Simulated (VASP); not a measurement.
Write the native input for VASP 6.6.1 that does the following.

```yaml
Task: relaxation of cell and atoms
Functional: PBE
Dispersion: D3(BJ)
Potentials_or_basis: VASP PAW PBE potentials, release 64 (As)
Cutoff: 600 eV
k_mesh: 15 × 15 × 15
Occupations: gaussian, width 0.1 eV
Spin: no spin polarisation
Dipole_correction: no
Further_INCAR_settings: ALGO = Normal; EDIFF = 1e-06; IBRION = 2; EDIFFG = -0.005; NSW = 100; ISIF = 3
```

The structure of As lies in POSCAR:

```
As
1.0
    1.8797494575      1.0852738553      3.4857700000
   -1.8797494575      1.0852738553      3.4857700000
    0.0000000000     -2.1705477106      3.4857700000
As
2
Direct
    0.2275400000      0.2275400000      0.2275400000
    0.7724600000      0.7724600000      0.7724600000
```

The input as run:

INCAR

```
SYSTEM = As
  ALGO = Normal
  EDIFF = 1E-6
  EDIFFG = -0.005
  ENCUT = 600
  GGA = PE
  IBRION = 2
  ISIF = 3
  ISMEAR = 0
  IVDW = 12
  LASPH = .True.
  LCHARG = .False.
  LREAL = .False.
  LWAVE = .False.
  NELM = 100
  NSW = 100
  PREC = Accurate
  SIGMA = 0.1
```

KPOINTS

```
k-points
0
Gamma
  15 15 15
  0 0 0
```

Potentials or basis: VASP PAW PBE potentials, release 64 (As).

Run with:

```sh
$ cat potpaw_PBE.64/As/POTCAR > POTCAR
$ mpirun -np 1 vasp_std > vasp.out
```

Results of the run:

The relaxed volume is 20.91 Å³/atom. The relaxed cell is a = 4.012 Å, b = 4.012 Å, c = 4.012 Å, α = 56.35°, β = 56.35°, γ = 56.35° and the space group after relaxing (to 0.1 Å) is R-3m (No. 166). The energy gained by relaxing is 5.9 meV/atom, the ionic steps are 11 and the pressure after relaxing is 0.0 GPa. The band gap on the k mesh is zero (bands 5 and 6 overlap by 0.13 eV). The dispersion energy per atom is -0.433 eV.

It took 18 min on 1 thread of Intel Xeon 8259CL, on a shared host, peak memory 0.35 GiB.
